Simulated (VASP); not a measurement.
LuVO4, 12 atoms in the cell. Symmetry: I4_1/amd, No. 141, tetragonal system. Conventional cell: a = 7.170 Å, b = 7.170 Å, c = 6.251 Å, α = 90.00°, β = 90.00°, γ = 90.00°. Lu (site symmetry -4m2) has 8 O at 2.31 to 2.42 Å and 2 V at 3.13 Å within 3.2 Å. V (site symmetry -4m2) has 4 O at 1.72 Å within 2.3 Å. Within 2.5 Å of O (site symmetry m) lie 1 V at 1.72 Å and 2 Lu at 2.31 to 2.42 Å. 

* Program: VASP 6.6.1
* Task: single point
* Functional: PBEsol
* Potentials or basis: VASP PAW PBE potentials, release 64 (Lu, V_sv, O)
* Cutoff: 600 eV
* k mesh: 6 × 6 × 6
* Occupations: gaussian, width 0.02 eV
* Spin: no spin polarisation
* Dipole correction: no
* Further INCAR settings: ALGO = Normal; EDIFF = 1e-06; NBANDS = 74

Potentials or basis: VASP PAW PBE potentials, release 64 (Lu, V_sv, O).

Launch:

```sh
$ cat potpaw_PBE.64/Lu/POTCAR potpaw_PBE.64/V_sv/POTCAR potpaw_PBE.64/O/POTCAR > POTCAR
$ mpirun -np 1 vasp_std > vasp.out
```

Hardware: 1 thread of Intel Xeon 8259CL, on a shared host.

**Question.** How long does it take, and how much memory?

**Answer.** Wall time 19 min on 1 thread of Intel Xeon 8259CL (shared host), peak memory 0.54 GiB. Counts: scf iterations 18, k points 30.
